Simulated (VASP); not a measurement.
Runs of VASP 6.6.1 on BaS. The structure is cubic, space group Fm-3m (No. 225). Conventional cell: a = 6.424 Å, b = 6.424 Å, c = 6.424 Å, α = 90.00°, β = 90.00°, γ = 90.00°. Within 4.2 Å of Ba (site symmetry m-3m) lie 6 S at 3.21 Å. Within 4.2 Å of S (site symmetry m-3m) lie 6 Ba at 3.21 Å. 

| level | potentials or basis | k mesh | gap on the mesh (eV) | pressure (GPa) |
| --- | --- | --- | --- | --- |
| r2SCAN | VASP PAW PBE potentials, release 64 (Ba_sv, S) | 4 × 4 × 4 | 2.49 | 0.6 |
| PBE | VASP PAW PBE potentials, release 64 (Ba_sv, S) | 6 × 6 × 6 | 2.13 | 0.6 |
| PBE | VASP PAW PBE potentials, release 64 (Ba_sv, S) | 4 × 4 × 4 | 2.13 | 0.7 |
| LDA | VASP PAW LDA potentials, release 64 (Ba_sv, S) | 4 × 4 × 4 | 1.92 | (a) |

Alike in all rows: no spin polarisation; cell a = 4.542 Å, angles 60.0°, 2 atoms; smearing gaussian 0.01 eV.

**Question.** Estimate the missing entries.

**Answer.** (a) -2.5.

Caveats: some runs use coarse meshes; spin-orbit coupling is left out, which moves the levels of the heavy elements; the PAW data sets were made with another functional, which shifts forces and pressure a little (at least some runs).

A k mesh can miss the band edges, and the runs leave out spin-orbit coupling on Ba.
